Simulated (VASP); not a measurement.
Wanted: the native input for a VASP 6.6.1 run.

```
Task                   : single point
Functional             : PBE
Dispersion             : D4
Potentials or basis    : VASP PAW PBE potentials, release 64 (Ca_sv)
Cutoff                 : 520 eV
k mesh                 : 8 × 8 × 8
Occupations            : tetrahedron
Spin                   : no spin polarisation
Dipole correction      : no
Further INCAR settings : ALGO = Fast; EDIFF = 1e-07; NBANDS = 11
```

The structure of Ca lies in POSCAR:

```
Ca
1.0
    0.0000000000      2.8309700062      2.8309700062
    2.8309700062      0.0000000000      2.8309700062
    2.8309700062      2.8309700062      0.0000000000
Ca
1
Direct
    0.0000000000      0.0000000000      0.0000000000
```

This cell differs from its parent crystal: volume scaled by 1.04.

One way to write it, as run:

INCAR

```
PREC = Accurate
ENCUT = 520
EDIFF = 1E-7
ISMEAR = -5
SIGMA = 0.05
LREAL = False
LASPH = True
NELM = 60
ALGO = Fast
ISIF = 2
LWAVE = False
LCHARG = False
GGA = PE
IVDW = 13
NBANDS = 11
```

KPOINTS

```
Automatic mesh
0
Gamma
  8 8 8
```

Potentials or basis: VASP PAW PBE potentials, release 64 (Ca_sv).

Launch:

```bash
$ cat potpaw_PBE.64/Ca_sv/POTCAR > POTCAR
$ mpirun -np 1 vasp_std > vasp.out
```

It gave:

| Item | Value |
| --- | --- |
| Pressure | -1.8 GPa |
| Band gap on the k mesh | zero (band 5 reaches 1.92 eV, above the bottom of band 6 at 1.48 eV) |
| Dispersion energy per atom | -0.163 eV |

Caveat: pairwise dispersion overbinds metals, which lowers pressure and volume; tetrahedron occupations give inexact forces and stress in metals.

Wall time 17 s on 1 thread of Intel(R) Xeon(R) Platinum 8375C CPU @ 2.90GHz (Ice Lake) (shared host), peak memory 0.16 GiB.
